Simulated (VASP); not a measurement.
# HSe (P3_121) in VASP: a series of runs

HSe is run at these levels: PBE+D3(BJ); tasks: single point, relaxation of cell and atoms.

Program: VASP 6.6.1. These are calculated values, not measurements. Logs are shortened: lines on timing, memory, paths and dates and some standing lists are left out, and cuts for length are marked.

**1. The cell of the first run**

It takes space group P3_121 (No. 152, trigonal). Conventional cell: a = 4.129 Å, b = 4.129 Å, c = 5.673 Å, α = 90.00°, β = 90.00°, γ = 120.00°. Se (site symmetry 2) has 2 H at 1.84 Å within 2.4 Å. H (site symmetry 2) has 2 Se at 1.84 Å within 2.4 Å.

**2. Single point, PBE+D3(BJ)**

Input file INCAR:

```
PREC = Accurate ; ENCUT = 520
EDIFF = 1E-6 ; ISMEAR = 0
SIGMA = 0.1 ; LREAL = False
LASPH = True ; NELM = 100
ALGO = Normal ; ISIF = 2
LWAVE = False ; LCHARG = True
GGA = PE ; IVDW = 12
LELF = True ; LVHAR = True
NBANDS = 20
```

Input file KPOINTS:

```
Automatic mesh
0
Gamma
  6 6 4
```

Input file POSCAR:

```
HSe
1.0
    4.1288357938      0.0000000000      0.0000000000
   -2.0644178969      3.5756766854      0.0000000000
    0.0000000000      0.0000000000      5.6726994675
Se H
3 3
Direct
    0.2598968516      0.0000000000      0.3333333333
    1.0000000000      0.2598968516      0.6666666667
    0.7401031484      0.7401031484      0.0000000000
    0.0000000000      0.5613791332      0.1666666667
    0.4386208668      0.4386208668      0.5000000000
    0.5613791332      0.0000000000      0.8333333333
```

Potentials or basis: VASP PAW PBE potentials, release 64 (Se, H).

Command:

```
$ cat potpaw_PBE.64/Se/POTCAR potpaw_PBE.64/H/POTCAR > POTCAR
$ mpirun -np 1 vasp_std > vasp.out
```

OUTCAR:

```text
PREC = Accurate
   ENCUT = 520
   EDIFF = 1E-6
   ISMEAR = 0
   LREAL = False
   LASPH = True
   NELM = 100
   ISIF = 2
   GGA = PE
   IVDW = 12
 IVDW          = 12

 ion  position               nearest neighbor table
   1  0.260  0.000  0.333-   4 1.84   5 1.84   3 2.65   2 2.65
   2  0.000  0.260  0.667-   6 1.84   5 1.84   3 2.65   1 2.65
   3  0.740  0.740  0.000-   6 1.84   4 1.84   2 2.65   1 2.65
   4  0.000  0.561  0.167-   1 1.84   3 1.84
   5  0.439  0.439  0.500-   1 1.84   2 1.84
   6  0.561  0.000  0.833-   2 1.84   3 1.84

  LATTYP: Found a hexagonal cell.
 ALAT       =     4.1288357938
 C/A-ratio  =     1.3739222751

  Lattice vectors:

 A1 = (   4.1288357938,   0.0000000000,   0.0000000000)
 A2 = (  -2.0644178969,   3.5756766854,   0.0000000000)
 A3 = (   0.0000000000,   0.0000000000,   5.6726994675)

Analysis of symmetry for initial positions (statically):
=====================================================================
 Subroutine PRICEL returns:
 Original cell was already a primitive cell.

 Routine SETGRP: Setting up the symmetry group for a
 hexagonal supercell.

 Subroutine GETGRP returns: Found  6 space group operations
 (whereof  2 operations were pure point group operations)
 out of a pool of 24 trial point group operations.

The static configuration has the point symmetry C_2 .
 The point group associated with its full space group is D_3 .

Analysis of symmetry for dynamics (positions and initial velocities):
=====================================================================
 Subroutine PRICEL returns:
 Original cell was already a primitive cell.

 Routine SETGRP: Setting up the symmetry group for a
 hexagonal supercell.

 Subroutine GETGRP returns: Found  6 space group operations
 (whereof  2 operations were pure point group operations)
 out of a pool of 24 trial point group operations.

The dynamic configuration has the point symmetry C_2 .
 The point group associated with its full space group is D_3 .

 Subroutine INISYM returns: Found  6 space group operations
 (whereof  2 operations are pure point group operations),
 and found     1 'primitive' translations

----------------------------------------------------------------------------------------

                                     Primitive cell

  volume of cell :      83.7482

  direct lattice vectors                    reciprocal lattice vectors
     4.128835794  0.000000000  0.000000000     0.242199024  0.139833672  0.000000000
    -2.064417897  3.575676685  0.000000000     0.000000000  0.279667344  0.000000000
     0.000000000  0.000000000  5.672699468     0.000000000  0.000000000  0.176282915

  length of vectors
     4.128835794  4.128835794  5.672699468     0.279667344  0.279667344  0.176282915

  position of ions in fractional coordinates (direct lattice)
     0.259896852  0.000000000  0.333333333
     0.000000000  0.259896852  0.666666667
     0.740103148  0.740103148  0.000000000
     0.000000000  0.561379133  0.166666667
     0.438620867  0.438620867  0.500000000
     0.561379133  0.000000000  0.833333333

  ion indices of the primitive-cell ions
   primitive index   ion index
                 1           1
                 2           2
                 3           3
                 4           4
                 5           5
                 6           6

----------------------------------------------------------------------------------------

 KPOINTS: Automatic mesh

Automatic generation of k-mesh.
 Grid dimensions read from file:
 generate k-points for:    6    6    4

 Generating k-lattice:

  Cartesian coordinates                     Fractional coordinates (reciprocal lattice)
     0.040366504  0.023305612  0.000000000     0.166666667  0.000000000  0.000000000
     0.000000000  0.046611224  0.000000000     0.000000000  0.166666667  0.000000000
     0.000000000  0.000000000  0.044070729     0.000000000  0.000000000  0.250000000

  Length of vectors
     0.046611224  0.046611224  0.044070729

  Shift w.r.t. Gamma in fractional coordinates (k-lattice)
     0.000000000  0.000000000  0.000000000

 Subroutine IBZKPT returns following result:
 ===========================================

 Found     24 irreducible k-points:

 Following reciprocal coordinates:
            Coordinates               Weight
  0.000000  0.000000  0.000000      1.000000
  0.166667 -0.000000  0.000000      6.000000
  0.333333 -0.000000  0.000000      6.000000
  0.500000 -0.000000  0.000000      3.000000
  0.166667  0.166667  0.000000      6.000000
  0.333333  0.166667  0.000000     12.000000
[... 16 lines left out ...]
  0.333333  0.166667  0.500000     12.000000
  0.333333  0.333333  0.500000      2.000000
   k-points           NKPTS =     24   k-points in BZ     NKDIM =     24   number of bands    NBANDS=     20
   number of dos      NEDOS =    301   number of ions     NIONS =      6
   total plane-waves  NPLWV =  43008
   dimension x,y,z NGX =    32 NGY =   32 NGZ =   42
   dimension x,y,z NGXF=    64 NGYF=   64 NGZF=   84
   ions per type =               3   3
   NGX,Y,Z   is equivalent  to a cutoff of  12.88, 12.88, 12.31 a.u.
   NGXF,Y,Z  is equivalent  to a cutoff of  25.77, 25.77, 24.62 a.u.
 SYSTEM =  unknown system
   PREC   = accura    normal or accurate (medium, high low for compatibility)
   ISTART =      0    job   : 0-new  1-cont  2-samecut
   ICHARG =      2    charge: 1-file 2-atom 10-const
   ISPIN  =      1    spin polarized calculation?
   LNONCOLLINEAR =      F non collinear calculations
   LSORBIT =      F    spin-orbit coupling
   LASPH  =      T    aspherical Exc in radial PAW
   ENCUT  =  520.0 eV  38.22 Ry    6.18 a.u.   7.68  7.68 10.55*2*pi/ulx,y,z
   NELM   =    100;   NELMIN=  2; NELMDL= -5     # of ELM steps
   EDIFF  = 0.1E-05   stopping-criterion for ELM
   LREAL  =      F    real-space projection
   EDIFFG = 0.1E-04   stopping-criterion for IOM
   NSW    =      0    number of steps for IOM
   IBRION =     -1    ionic relax: 0-MD 1-quasi-New 2-CG
   NFREE  =      0    steps in history (QN), initial steepest desc. (CG)
   ISIF   =      2    stress and relaxation
   ISYM   =      2    0-nonsym 1-usesym 2-fastsym
   POTIM  = 0.5000    time-step for ionic-motion
   TEBEG  =    0.0;   TEEND  =   0.0 temperature during run
   PSTRESS=    0.0 pullay stress
   NELECT =      21.0000    total number of electrons
   NUPDOWN=      -1.0000    fix difference up-down
   EMIN   =  10.00;   EMAX   =-10.00  energy-range for DOS
   EFERMI =   0.00;   METHOD = LEGACY
   ISMEAR =     0;   SIGMA  =   0.10  broadening in eV -4-tet -1-fermi 0-gaus
   EFERMI_NEDOS =   21; number of points for ismear=-14 and -15
   IALGO  =     38    algorithm
   IMIX   =      4    mixing-type and parameters
     AMIX     =   0.40;   BMIX     =  1.00
     AMIX_MAG =   1.60;   BMIX_MAG =  1.00
  volume/ion in A,a.u.               =      13.96        94.19
  Fermi-wavevector in a.u.,A,eV,Ry     =   1.032340  1.950840 14.500078  1.065726
  Thomas-Fermi vector in A             =   2.166533
   LORBIT       =      0    0 simple, 1 ext, 2 COOP (PROOUT), +10 PAW based schemes
   GGA     = PE    functional components
   LHFCALC =     F    Hartree Fock is set to
   AEXX    =    0.0000 exact exchange contribution
   IVDW    =    12    specifies the selected vdW correction
   LEPSILON=     F    determine dielectric tensor
   LRPA    =     F    only Hartree local field effects (RPA)
 non-spin polarized calculation
 Gauss-broadening in eV      SIGMA  =   0.10
  energy-cutoff  :      520.00
  volume of cell :       83.75
 maximum number of plane-waves:      2290
 NGX is ok and might be reduce to    32
   NGX = 15   NGY = 15   NGZ = 21

 number of electron      21.0000001 magnetization

 Free energy of the ion-electron system (eV)
  ---------------------------------------------------
  ext. energy  EPLUGINS =         0.00000000
  ---------------------------------------------------
  free energy    TOTEN  =       -16.31239295 eV

  energy without entropy =      -16.29361306  energy(sigma->0) =      -16.30300300

 E-fermi :   3.5774     XC(G=0):  -9.6131

 val. band max:        3.5722729673   @ k =   0.0000   0.0000   0.5000
 cond. band min:       3.5921530680   @ k =   0.0000   0.0000   0.2500
 fundamental gap:      0.0198801007
 Fermi energy:         3.5774494319

 k-point     1 :       0.0000    0.0000    0.0000
  band No.  band energies     occupation
      1     -12.4369      2.00000
      2      -9.2870      2.00000
      3      -9.2870      2.00000
      4      -2.0494      2.00000
      5      -2.0494      2.00000
      6       0.1065      2.00000
[... 12 lines left out ...]
     19      10.7262      0.00000
     20      11.1561      0.00000

 k-point     2 :       0.1667   -0.0000    0.0000
  band No.  band energies     occupation
      1     -12.2475      2.00000
      2      -9.3448      2.00000
      3      -9.2261      2.00000
      4      -2.6549      2.00000
      5      -2.3036      2.00000
      6      -0.6976      2.00000
[... 12 lines left out ...]
     19      11.6170      0.00000
     20      12.3262      0.00000

 k-point     3 :       0.3333   -0.0000    0.0000
  band No.  band energies     occupation
      1     -11.7598      2.00000
      2      -9.6082      2.00000
      3      -9.0985      2.00000
      4      -3.4237      2.00000
      5      -2.7465      2.00000
      6      -1.4198      2.00000
[... 12 lines left out ...]
     19      13.3387      0.00000
     20      13.6875      0.00000

 k-point     4 :       0.5000   -0.0000    0.0000
  band No.  band energies     occupation
      1     -11.3952      2.00000
      2      -9.8880      2.00000
      3      -9.0315      2.00000
      4      -3.6162      2.00000
      5      -2.9760      2.00000
      6      -1.7018      2.00000
[... 429 lines left out ...]
 k-point    23 :       0.3333    0.1667    0.5000
  band No.  band energies     occupation
      1     -10.8941      2.00000
      2     -10.7655      2.00000
      3      -8.4948      2.00000
      4      -4.8969      2.00000
      5      -1.9160      2.00000
      6      -1.7112      2.00000
[... 12 lines left out ...]
     19      13.3057      0.00000
     20      13.9904      0.00000

 k-point    24 :       0.3333    0.3333    0.5000
  band No.  band energies     occupation
      1     -10.7064      2.00000
      2     -10.7064      2.00000
      3      -8.6457      2.00000
      4      -5.0035      2.00000
      5      -2.3500      2.00000
      6      -2.3500      2.00000
[... 12 lines left out ...]
     19      13.5047      0.00000
     20      14.5601      0.00000

------------------------ aborting loop because EDIFF is reached ----------------------------------------

 Edisp (eV)   -1.28306

 E8    (eV) :    -0.4849

  FORCE on cell =-STRESS in cart. coord.  units (eV):
  Direction    XX          YY          ZZ          XY          YZ          ZX
  --------------------------------------------------------------------------------------
  -------------------------------------------------------------------------------------
  Total       0.00223     0.00223     0.03136    -0.00000     0.00000     0.00000
  in kB       0.04260     0.04260     0.60001    -0.00000     0.00000     0.00000
  external pressure =        0.23 kB  Pullay stress =        0.00 kB

 VOLUME and BASIS-vectors are now :
 -----------------------------------------------------------------------------
  energy-cutoff  :      520.00
  volume of cell :       83.75
      direct lattice vectors                 reciprocal lattice vectors
     4.128835794  0.000000000  0.000000000     0.242199024  0.139833672  0.000000000
    -2.064417897  3.575676685  0.000000000     0.000000000  0.279667344  0.000000000
     0.000000000  0.000000000  5.672699468     0.000000000  0.000000000  0.176282915

 POSITION                                       TOTAL-FORCE (eV/Angst)
 -----------------------------------------------------------------------------------
      1.07307      0.00000      1.89090         0.015104      0.000000      0.000000
     -0.53654      0.92931      3.78180        -0.007552      0.013080     -0.000000
      1.52788      2.64637      0.00000        -0.007552     -0.013080     -0.000000
     -1.15892      2.00731      0.94545         0.005220     -0.009041     -0.000000
      0.90550      1.56837      2.83635         0.005220      0.009041     -0.000000
      2.31784      0.00000      4.72725        -0.010440      0.000000      0.000000
 -----------------------------------------------------------------------------------
    total drift:                                0.000000      0.000000      0.000000

  FREE ENERGIE OF THE ION-ELECTRON SYSTEM (eV)
  ---------------------------------------------------
  free  energy   TOTEN  =       -17.5954487003 eV

  energy  without entropy=      -17.5766688143  energy(sigma->0) =      -17.58605876
```

It took 31 s on 1 thread of AMD EPYC 7R43 (Zen 3), shared host; peak memory 0.18 GiB.

Results:

- Free energy: -17.5954 eV
- Pressure: 0.0 GPa
- Largest force: 0.015 eV/Å
- Band gap on the k mesh: zero (an odd number of electrons rules out a gap without spin polarisation)
- Dispersion energy per atom: -0.214 eV

Forces in eV/Å, atoms in the order of the input:
```
Se   0.015  0.000  0.000
Se  -0.008  0.013  0.000
Se  -0.008 -0.013  0.000
H    0.005 -0.009  0.000
H    0.005  0.009  0.000
H   -0.010  0.000  0.000
```

**3. Relaxation of cell and atoms, PBE+D3(BJ)**

This run uses another cell than the first one, of 12.24 Å³/atom.

Input file INCAR:

```
SYSTEM = HSe
PREC = Accurate
ENCUT = 600
EDIFF = 1E-7
ISMEAR = 0
SIGMA = 0.1
LREAL = .FALSE.
LASPH = .TRUE.
NELM = 80
ALGO = Normal
ISIF = 3
LWAVE = .FALSE.
LCHARG = .FALSE.
GGA = PE
IVDW = 12
IBRION = 2
NSW = 90
EDIFFG = -0.0325
```

Input file KPOINTS:

```
Automatic mesh
0
G
  6 6 4
  0 0 0
```

Input file POSCAR:

```
HSe
1.0
    4.0662410876      0.0000000000      0.0000000000
   -2.0331205438      3.5214680798      0.0000000000
    0.0000000000      0.0000000000      5.1274762940
Se H
3 3
Direct
    0.2475669214      0.0000000000      0.3333333333
    1.0000000000      0.2475669214      0.6666666667
    0.7524330786      0.7524330786      0.0000000000
    0.0000000000      0.3888888889      0.1666666667
    0.6111111111      0.6111111111      0.5000000000
    0.3888888889      0.0000000000      0.8333333333
```

Potentials or basis: VASP PAW PBE potentials, release 64 (Se, H).

Command:

```
$ cat potpaw_PBE.64/Se/POTCAR potpaw_PBE.64/H/POTCAR > POTCAR
$ mpirun -np 1 vasp_std > vasp.out
```

It took 7.5 min on 1 thread of AMD EPYC 7R43 (Zen 3), shared host; peak memory 0.2 GiB.

Results (log left out):

- Free energy: -17.5912 eV
- Relaxed volume: 14.13 Å³/atom
- Relaxed cell: a = 4.110 Å, b = 4.110 Å, c = 5.795 Å, α = 90.00°, β = 90.00°, γ = 120.00°
- Space group after relaxing (to 0.1 Å): P3_121 (No. 152)
- Energy gained by relaxing: 189.8 meV/atom
- Ionic steps: 30
- Pressure after relaxing: 0.0 GPa
- Largest force after relaxing: 0.020 eV/Å
- Band gap on the k mesh: zero (an odd number of electrons rules out a gap without spin polarisation)
- Dispersion energy per atom: -0.211 eV

Forces in eV/Å, atoms in the order of the input:
```
Se   0.020  0.000  0.000
Se  -0.010  0.017  0.000
Se  -0.010 -0.017  0.000
H    0.006 -0.011  0.000
H    0.006  0.011  0.000
H   -0.012  0.000  0.000
```

Stress tensor (GPa, compression positive):
```
 0.02  0.00  0.00
 0.00  0.02  0.00
 0.00  0.00 -0.19
```

Step by step:
| step | energy change (eV) | largest force (eV/Å) | pressure (GPa) | volume (Å³) |
| --- | --- | --- | --- | --- |
| 1 | 0.0000 | 0.5675 | -0.08 | 73.42 |
| 2 | -0.0648 | 0.3684 | -1.21 | 73.35 |
| 3 | -0.1189 | 0.3869 | -2.72 | 73.22 |
| 4 | -0.1703 | 0.3899 | -0.53 | 71.14 |
| 5 | -0.1908 | 0.3598 | 2.69 | 68.74 |
| 6 | -0.2249 | 0.3833 | 3.46 | 68.42 |
| 7 | -0.3146 | 0.3510 | 6.61 | 67.46 |
| 8 | -0.4528 | 0.2677 | 11.26 | 65.58 |
| 9 | -0.4717 | 0.2307 | 11.24 | 65.71 |
| 10 | -0.5180 | 0.1044 | 11.26 | 66.10 |
| 11 | -0.5617 | 0.1976 | 11.66 | 66.89 |
| 12 | -0.6140 | 0.1590 | 10.41 | 67.65 |
| 13 | -0.7402 | 0.1251 | 7.01 | 69.94 |
| 14 | -0.8708 | 0.2384 | 1.58 | 74.67 |
| 15 | -0.8841 | 0.2716 | -0.16 | 76.66 |
| 16 | -0.8844 | 0.2765 | -0.44 | 77.00 |
| 17 | -0.8972 | 0.2853 | -0.41 | 77.14 |
| 18 | -0.9343 | 0.3089 | -0.29 | 77.57 |
| 19 | -0.9999 | 0.3340 | 0.08 | 78.41 |
| 20 | -1.0732 | 0.2491 | 1.07 | 79.94 |
| 21 | -1.0769 | 0.2614 | 1.49 | 80.42 |
| 22 | -1.1031 | 0.2214 | -0.10 | 83.04 |
| 23 | -1.1070 | 0.2387 | -0.89 | 84.53 |
| 24 | -1.1270 | 0.1436 | -0.44 | 84.50 |
| 25 | -1.1360 | 0.0869 | 0.14 | 84.46 |
| 26 | -1.1363 | 0.0853 | 0.26 | 84.45 |
| 27 | -1.1363 | 0.0847 | 0.30 | 84.45 |
| 28 | -1.1379 | 0.0071 | -0.25 | 85.07 |
| 29 | -1.1379 | 0.0160 | -0.18 | 85.00 |
| 30 | -1.1385 | 0.0195 | -0.05 | 84.75 |

Final structure:
```
Se H
1.0
     4.10956    0.00000    0.00000
    -2.05478    3.55898    0.00000
     0.00000    0.00000    5.79484
Se H
3 3
Cartesian
  1.0452 0.0000 1.9316
  3.5870 0.9052 3.8632
  1.5322 2.6538 0.0000
  -1.1570 2.0040 0.9658
  0.8978 1.5550 2.8974
  2.3140 0.0000 4.8290
```

Levels at points of the mesh, in eV from the Fermi level:
| k point | band 7 | band 8 | band 9 | band 10 | band 11 | band 12 | band 13 | band 14 |
| --- | --- | --- | --- | --- | --- | --- | --- | --- |
| (0.00, 0.00, 0.00) | -2.41 | -2.41 | -1.45 | -0.32 | -0.32 | -0.29 | 1.04 | 3.23 |
| (0.50, 0.00, 0.00) | -3.79 | -2.39 | -2.13 | -1.32 | 0.05 | 0.13 | 2.15 | 4.32 |
| (0.00, 0.00, 0.50) | -2.62 | -2.32 | -2.32 | -1.31 | -1.31 | 0.05 | 2.79 | 2.79 |
| (0.50, 0.00, 0.50) | -4.09 | -3.98 | -2.02 | -0.95 | 0.05 | 0.93 | 2.61 | 2.69 |

Caveat: the volume moved by over 15 % at a fixed basis, so the end points are rough.
